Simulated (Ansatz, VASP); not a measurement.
**One calculation of Ta, two programs**

```xyz
1
Lattice="-1.6513 1.6513 1.6513 1.6513 -1.6513 1.6513 1.6513 1.6513 -1.6513" Properties=species:S:1:pos:R:3 pbc="T T T"
Ta    0.0000    0.0000    0.0000
```

Alike in both runs: task electric field gradients; functional PBE; k mesh 17 × 17 × 17; occupations fermi-dirac, width 0.08 eV; no spin polarisation.

|  | VASP | Ansatz |
| --- | --- | --- |
| version | VASP 6.6.1 | Ansatz 0.2.0 |
| potentials or method | VASP PAW PBE potentials, release 64 (Ta_pv), cutoff 520 eV | all-electron PAW with datasets made for the crystal, scalar-relativistic |

|  | VASP | Ansatz | Ansatz less VASP |
| --- | --- | --- | --- |
| pressure (GPa) | 3.2 | 3.1 | -0.18 |

Ansatz ran all-electron here, and VASP with PAW potentials.

Spin-orbit coupling is off throughout.
